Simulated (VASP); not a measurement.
# MgO (P3m1) in VASP: notebook, part 2 of 3

VASP 6.6.1.

### Step 3. Single point, PBE

This run uses another cell than the first one, of 12.69 Å³/atom, 1.084 times its volume.

Input file INCAR:

```
  ALGO = Normal
  EDIFF = 1E-6
  ENCUT = 520
  GGA = PE
  ISIF = 2
  ISMEAR = 0
  LASPH = True
  LCHARG = False
  LREAL = False
  LWAVE = False
  NBANDS = 36
  NELM = 80
  PREC = Accurate
  SIGMA = 0.05
```

Input file KPOINTS:

```
k-points
0
Gamma
  9 9 2
```

Input file POSCAR:

```
MgO
1.0
    2.1351500000     -2.1351500000      0.0000000000
    2.1351500000      0.0000000000     -2.1351500000
   11.1386762114     11.1386762114     11.1386762114
Mg O
6 6
Direct
    0.6666666667      0.6666666667      0.0319479915
    0.0000000000      0.0000000000      0.6709078223
    0.3333333333      0.3333333333      0.1597399577
    0.6666666667      0.6666666667      0.4153238900
    0.0000000000      0.0000000000      0.2875319238
    0.3333333333      0.3333333333      0.5431158561
    0.6666666667      0.6666666667      0.2236359408
    0.0000000000      0.0000000000      0.0958439746
    0.3333333333      0.3333333333      0.3514279069
    0.6666666667      0.6666666667      0.6070118392
    1.0000000000      1.0000000000      0.4792198731
    0.3333333333      0.3333333333      0.7348038054
```

Potentials or basis: VASP PAW PBE potentials, release 64 (Mg, O).

Run with:

```
$ cat potpaw_PBE.64/Mg/POTCAR potpaw_PBE.64/O/POTCAR > POTCAR
$ mpirun -np 1 vasp_std > vasp.out
```

OUTCAR:

```text
EDIFF = 1E-6
   ENCUT = 520
   GGA = PE
   ISIF = 2
   ISMEAR = 0
   LASPH = True
   LREAL = False
   NELM = 80
   PREC = Accurate

 ion  position               nearest neighbor table
   1  0.667  0.667  0.032-   8 2.14   8 2.14   8 2.14   3 3.02   3 3.02   3 3.02
   2  0.000  0.000  0.671-  12 2.14  10 2.14  12 2.14  12 2.14  10 2.14  10 2.14   6 3.02   6 3.02
                             6 3.02
   3  0.333  0.333  0.160-   8 2.14   7 2.14   7 2.14   8 2.14   8 2.14   7 2.14   5 3.02   5 3.02
                             5 3.02   1 3.02   1 3.02   1 3.02
   4  0.667  0.667  0.415-  11 2.14   9 2.14   9 2.14  11 2.14  11 2.14   9 2.14   6 3.02   6 3.02
                             6 3.02   5 3.02   5 3.02   5 3.02
   5  0.000  0.000  0.288-   7 2.14   7 2.14   7 2.14   9 2.14   9 2.14   9 2.14   3 3.02   3 3.02
                             3 3.02   4 3.02   4 3.02   4 3.02
   6  0.333  0.333  0.543-  11 2.14  11 2.14  11 2.14  10 2.14  10 2.14  10 2.14   4 3.02   4 3.02
                             4 3.02   2 3.02   2 3.02   2 3.02
   7  0.667  0.667  0.224-   5 2.14   5 2.14   5 2.14   3 2.14   3 2.14   3 2.14
[... 1153 lines left out ...]

  FORCE on cell =-STRESS in cart. coord.  units (eV):
  Direction    XX          YY          ZZ          XY          YZ          ZX
  --------------------------------------------------------------------------------------
  -------------------------------------------------------------------------------------
  Total       -1.6871914     -1.6871914     -1.6871914     -0.1964289     -0.1964289     -0.1964289
  in kB      -17.7444820    -17.7444820    -17.7444820     -2.0658760     -2.0658760     -2.0658760
  external PRESSURE =     -17.7444820 kB  Pullay stress =       0.0000000 kB

 VOLUME and BASIS-vectors are now :
 -----------------------------------------------------------------------------
  energy-cutoff  :      520.00
  volume of cell :      152.34
      direct lattice vectors                 reciprocal lattice vectors
     2.135150000 -2.135150000  0.000000000     0.156117057 -0.312234113  0.156117057
     2.135150000  0.000000000 -2.135150000     0.156117057  0.156117057 -0.312234113
    11.138676211 11.138676211 11.138676211     0.029925758  0.029925758  0.029925758

 POSITION                                       TOTAL-FORCE (eV/Angst)
 -----------------------------------------------------------------------------------
      3.20272     -1.06758     -1.06758        -0.087887     -0.087887     -0.087887
      7.47303      7.47303      7.47303         0.653164      0.653164      0.653164
      3.20273      1.06758      1.06758         0.373794      0.373794      0.373794
      7.47303      3.20273      3.20273         0.332727      0.332727      0.332727
      3.20272      3.20272      3.20272         0.332325      0.332325      0.332325
      7.47302      5.33787      5.33787         0.338229      0.338229      0.338229
      5.33788      1.06758      1.06758        -0.329730     -0.329730     -0.329730
      1.06757      1.06757      1.06757        -0.092895     -0.092895     -0.092895
      5.33787      3.20273      3.20273        -0.331081     -0.331081     -0.331081
      9.60818      5.33787      5.33787        -0.396833     -0.396833     -0.396833
      5.33788      5.33788      5.33788        -0.335265     -0.335265     -0.335265
      9.60818      7.47303      7.47303        -0.456548     -0.456548     -0.456548
 -----------------------------------------------------------------------------------
    total drift:                               -0.000103     -0.000103     -0.000103

  FREE ENERGIE OF THE ION-ELECTRON SYSTEM (eV)
  ---------------------------------------------------
  free  energy   TOTEN  =       -66.0389707152 eV

  energy  without entropy=      -66.0313281328  energy(sigma->0) =      -66.03514942
```

OSZICAR:

```text
N       E                     dE             d eps       ncg     rms          rms(c)
DAV:   1     0.277611290703E+03    0.27761E+03   -0.22380E+04  1728   0.118E+03
DAV:   2    -0.536155087599E+02   -0.33123E+03   -0.31361E+03  2260   0.263E+02
DAV:   3    -0.786149919513E+02   -0.24999E+02   -0.24811E+02  2132   0.768E+01
[... 17 lines left out ...]
DAV:  21    -0.660389771398E+02    0.52228E-03   -0.88174E-05  2248   0.959E-02    0.309E-02
DAV:  22    -0.660389736276E+02    0.35121E-05   -0.25102E-05  1952   0.228E-02    0.184E-02
DAV:  23    -0.660390209237E+02   -0.47296E-04   -0.51852E-06  2000   0.154E-02    0.665E-02
DAV:  24    -0.660389698038E+02    0.51120E-04   -0.10753E-05  1736   0.248E-02    0.558E-03
DAV:  25    -0.660389707152E+02   -0.91140E-06   -0.15207E-06  1512   0.626E-03
   1 F= -.66038971E+02 E0= -.66035149E+02  d E =-.764258E-02
```

It took 3.6 min on 1 thread of Intel Xeon Platinum 8488C (Sapphire Rapids), shared host; peak memory 0.31 GiB.

Results:

* Free energy: -66.0390 eV
* Pressure: -1.8 GPa
* Largest force: 1.131 eV/Å
* Band gap on the k mesh: zero (band 24 reaches 2.52 eV, above the bottom of band 25 at 2.10 eV)

Forces on the atoms (eV/Å):
```
Mg  -0.088 -0.088 -0.088
Mg   0.653  0.653  0.653
Mg   0.374  0.374  0.374
Mg   0.333  0.333  0.333
Mg   0.332  0.332  0.332
Mg   0.338  0.338  0.338
O   -0.330 -0.330 -0.330
O   -0.093 -0.093 -0.093
O   -0.331 -0.331 -0.331
O   -0.397 -0.397 -0.397
O   -0.335 -0.335 -0.335
O   -0.457 -0.457 -0.457
```

Caveat: forces of over 1 eV/Å act on the atoms, so gaps and moduli don't describe the material at rest.

### Step 4. Single point, PBE

This run uses another cell than the first one, of 13.68 Å³/atom, 1.169 times its volume.

Input file INCAR:

```
SYSTEM = MgO
PREC = Accurate
ENCUT = 520
EDIFF = 1E-7
ISMEAR = 0
SIGMA = 0.05
LREAL = .FALSE.
LASPH = .TRUE.
NELM = 100
ALGO = Normal
ISIF = 2
LWAVE = .FALSE.
LCHARG = .FALSE.
GGA = PE
NBANDS = 36
```

Input file KPOINTS:

```
Automatic mesh
0
G
  9 9 2
  0 0 0
```

Input file POSCAR:

```
MgO
1.0
    2.1351500000     -2.1351500000      0.0000000000
    2.1351500000      0.0000000000     -2.1351500000
   12.0047016151     12.0047016151     12.0047016151
Mg O
6 6
Direct
    0.6666666667      0.6666666667      0.0296432468
    0.0000000000      0.0000000000      0.6225081838
    0.3333333333      0.3333333333      0.1482162342
    0.6666666667      0.6666666667      0.3853622090
    0.0000000000      0.0000000000      0.2667892216
    0.3333333333      0.3333333333      0.5039351964
    0.6666666667      0.6666666667      0.2075027279
    0.0000000000      0.0000000000      0.0889297405
    0.3333333333      0.3333333333      0.3260757153
    0.6666666667      0.6666666667      0.5632216901
    1.0000000000      1.0000000000      0.4446487027
    0.3333333333      0.3333333333      0.6817946775
```

Potentials or basis: VASP PAW PBE potentials, release 64 (Mg, O).

Run with:

```
$ cat potpaw_PBE.64/Mg/POTCAR potpaw_PBE.64/O/POTCAR > POTCAR
$ mpirun -np 1 vasp_std > vasp.out
```

OUTCAR:

```text
SYSTEM = MgO
   PREC = Accurate
   ENCUT = 520
   EDIFF = 1E-7
   ISMEAR = 0
   LREAL = .FALSE.
   LASPH = .TRUE.
   NELM = 100
   ISIF = 2
   GGA = PE

 ion  position               nearest neighbor table
   1  0.667  0.667  0.030-   8 2.14   8 2.14   8 2.14   3 3.02   3 3.02   3 3.02
   2  0.000  0.000  0.623-  10 2.14  12 2.14  10 2.14  10 2.14  12 2.14  12 2.14   6 3.02   6 3.02
                             6 3.02
   3  0.333  0.333  0.148-   8 2.14   7 2.14   7 2.14   8 2.14   8 2.14   7 2.14   5 3.02   1 3.02
                             1 3.02   5 3.02   5 3.02   1 3.02
   4  0.667  0.667  0.385-   9 2.14   9 2.14  11 2.14  11 2.14  11 2.14   9 2.14   5 3.02   6 3.02
                             6 3.02   5 3.02   5 3.02   6 3.02
   5  0.000  0.000  0.267-   7 2.14   9 2.14   7 2.14   7 2.14   9 2.14   9 2.14   3 3.02   4 3.02
                             3 3.02   4 3.02   3 3.02   4 3.02
   6  0.333  0.333  0.504-  11 2.14  10 2.14  10 2.14  11 2.14  11 2.14  10 2.14   2 3.02   4 3.02
                             4 3.02   2 3.02   2 3.02   4 3.02
   7  0.667  0.667  0.208-   3 2.14   3 2.14   5 2.14   5 2.14   5 2.14   3 2.14
[... 1153 lines left out ...]

  FORCE on cell =-STRESS in cart. coord.  units (eV):
  Direction    XX          YY          ZZ          XY          YZ          ZX
  --------------------------------------------------------------------------------------
  -------------------------------------------------------------------------------------
  Total       -1.6636292     -1.6636292     -1.6636292     -0.1456076     -0.1456076     -0.1456076
  in kB      -16.2344548    -16.2344548    -16.2344548     -1.4209057     -1.4209057     -1.4209057
  external PRESSURE =     -16.2344548 kB  Pullay stress =       0.0000000 kB

 VOLUME and BASIS-vectors are now :
 -----------------------------------------------------------------------------
  energy-cutoff  :      520.00
  volume of cell :      164.18
      direct lattice vectors                 reciprocal lattice vectors
     2.135150000 -2.135150000  0.000000000     0.156117057 -0.312234113  0.156117057
     2.135150000  0.000000000 -2.135150000     0.156117057  0.156117057 -0.312234113
    12.004701615 12.004701615 12.004701615     0.027766899  0.027766899  0.027766899

 POSITION                                       TOTAL-FORCE (eV/Angst)
 -----------------------------------------------------------------------------------
      3.20272     -1.06758     -1.06758        -0.069992     -0.069992     -0.069992
      7.47302      7.47302      7.47302         0.667616      0.667616      0.667616
      3.20272      1.06757      1.06757         0.369901      0.369901      0.369901
      7.47302      3.20272      3.20272         0.329293      0.329293      0.329293
      3.20272      3.20272      3.20272         0.328896      0.328896      0.328896
      7.47302      5.33787      5.33787         0.334546      0.334546      0.334546
      5.33787      1.06757      1.06757        -0.326875     -0.326875     -0.326875
      1.06757      1.06757      1.06757        -0.089230     -0.089230     -0.089230
      5.33787      3.20272      3.20272        -0.327955     -0.327955     -0.327955
      9.60817      5.33787      5.33787        -0.395104     -0.395104     -0.395104
      5.33787      5.33787      5.33787        -0.331942     -0.331942     -0.331942
      9.60817      7.47302      7.47302        -0.489153     -0.489153     -0.489153
 -----------------------------------------------------------------------------------
    total drift:                               -0.001203     -0.001203     -0.001203

  FREE ENERGIE OF THE ION-ELECTRON SYSTEM (eV)
  ---------------------------------------------------
  free  energy   TOTEN  =       -65.9791612030 eV

  energy  without entropy=      -65.9714992198  energy(sigma->0) =      -65.97533021
```

OSZICAR:

```text
N       E                     dE             d eps       ncg     rms          rms(c)
DAV:   1     0.293166272246E+03    0.29317E+03   -0.22098E+04  1728   0.117E+03
[... 31 lines left out ...]
DAV:  33    -0.659791640063E+02    0.85838E-05   -0.21961E-06  2184   0.155E-02    0.604E-03
DAV:  34    -0.659791638160E+02    0.19032E-06   -0.19305E-06  2456   0.245E-02    0.648E-03
DAV:  35    -0.659791621488E+02    0.16671E-05   -0.24705E-06  2208   0.178E-02    0.340E-03
DAV:  36    -0.659791611428E+02    0.10060E-05   -0.31581E-07  1936   0.735E-03    0.562E-04
DAV:  37    -0.659791615668E+02   -0.42395E-06   -0.13685E-07  1804   0.462E-03    0.230E-03
DAV:  38    -0.659791612342E+02    0.33253E-06   -0.35490E-08  1528   0.257E-03    0.116E-03
DAV:  39    -0.659791612030E+02    0.31239E-07   -0.23675E-08  1188   0.839E-04
   1 F= -.65979161E+02 E0= -.65975330E+02  d E =-.766198E-02
```

Wall time 7.1 min (1 thread of Intel Xeon Platinum 8488C (Sapphire Rapids), shared host); peak memory 0.33 GiB.

What came out:

```
Free energy            : -65.9792 eV
Pressure               : -1.6 GPa
Largest force          : 1.156 eV/Å
Band gap on the k mesh : zero (band 24 reaches 1.85 eV, above the bottom of band 25 at 1.42 eV)
```

Forces in eV/Å, atoms in the order of the input:
```
Mg  -0.070 -0.070 -0.070
Mg   0.668  0.668  0.668
Mg   0.370  0.370  0.370
Mg   0.329  0.329  0.329
Mg   0.329  0.329  0.329
Mg   0.335  0.335  0.335
O   -0.327 -0.327 -0.327
O   -0.089 -0.089 -0.089
O   -0.328 -0.328 -0.328
O   -0.395 -0.395 -0.395
O   -0.332 -0.332 -0.332
O   -0.489 -0.489 -0.489
```

Levels at points of the mesh, in eV from the Fermi level:
| k point | band 22 | band 23 | band 24 | band 25 | band 26 | band 27 |
| --- | --- | --- | --- | --- | --- | --- |
| (0.00, 0.00, 0.00) | -0.80 | -0.35 | 0.41 | 0.41 | 2.33 | 3.46 |
| (0.00, 0.00, 0.50) | -0.80 | -0.35 | 0.41 | 0.41 | 2.33 | 3.47 |

Caveat: forces of over 1 eV/Å act on the atoms, so gaps and moduli don't describe the material at rest.

### Step 5. Single point, PBE

This run uses another cell than the first one, of 9.54 Å³/atom, 0.815 times its volume.

Input file INCAR:

```
ALGO     = Normal         # electronic algorithm
EDIFF    = 1E-7           # SCF threshold, eV
ENCUT    = 520            # plane-wave cutoff, eV
GGA      = PE             # functional
ISIF     = 2              # what is computed and relaxed
ISMEAR   = 0              # smearing method
LASPH    = T              # aspherical terms in the spheres
LCHARG   = T              # write CHGCAR
LELF     = T              # ELF
LREAL    = F              # projectors in reciprocal space
LVHAR    = T            
LWAVE    = F              # write WAVECAR
NBANDS   = 36             # bands
NELM     = 80             # most SCF steps
PREC     = Accurate       # precision mode
SIGMA    = 0.05           # smearing width, eV
```

Input file KPOINTS:

```
k-points
0
Gamma
  9 9 2
```

Input file POSCAR:

```
MgO
1.0
    2.1351500000     -2.1351500000      0.0000000000
    2.1351500000      0.0000000000     -2.1351500000
    8.3673949192      8.3673949192      8.3673949192
Mg O
6 6
Direct
    0.6666666667      0.6666666667      0.0425291667
    0.0000000000      0.0000000000      0.8931125006
    0.3333333333      0.3333333333      0.2126458335
    0.6666666667      0.6666666667      0.5528791671
    0.0000000000      0.0000000000      0.3827625003
    0.3333333333      0.3333333333      0.7229958338
    0.6666666667      0.6666666667      0.2977041669
    0.0000000000      0.0000000000      0.1275875001
    0.3333333333      0.3333333333      0.4678208337
    0.6666666667      0.6666666667      0.8080541672
    1.0000000000      1.0000000000      0.6379375004
    0.3333333333      0.3333333333      0.9781708340
```

Run with:

```
$ cat potpaw_PBE.64/Mg/POTCAR potpaw_PBE.64/O/POTCAR > POTCAR
$ mpirun -np 1 vasp_std > vasp.out
```

It took 1.8 min on 1 thread of Intel Xeon Platinum 8488C (Sapphire Rapids), shared host; peak memory 0.26 GiB.

The run converged. Its results:

| Quantity | Value |
| --- | --- |
| Free energy | -70.9765 eV |
| Pressure | 1.5 GPa |
| Largest force | 3.266 eV/Å |
| Band gap on the k mesh | 3.70 eV |

Forces in eV/Å, atoms in the order of the input:
```
Mg   1.885  1.885  1.885
Mg  -0.591 -0.591 -0.591
Mg  -0.157 -0.157 -0.157
Mg  -0.166 -0.166 -0.166
Mg  -0.166 -0.166 -0.166
Mg  -0.163 -0.163 -0.163
O    0.166  0.166  0.166
O    0.280  0.280  0.280
O    0.165  0.165  0.165
O    0.151  0.151  0.151
O    0.165  0.165  0.165
O   -1.571 -1.571 -1.571
```

Stress tensor (GPa, compression positive):
```
1.54 1.36 1.36
1.36 1.54 1.36
1.36 1.36 1.54
```

Levels at points of the mesh, in eV from the valence-band top:
```tsv
k point	band 22	band 23	band 24	band 25	band 26	band 27
(0.00, 0.00, 0.00)	-0.38	0.00	0.00	3.70	5.13	5.41
(0.00, 0.00, 0.50)	-0.42	0.00	0.00	3.94	4.53	6.05
```

Caveat: forces of over 1 eV/Å act on the atoms, so gaps and moduli don't describe the material at rest. Expect the measured gap to be larger: semilocal functionals such as PBE lack the derivative discontinuity.

[end of part 2 of 3]
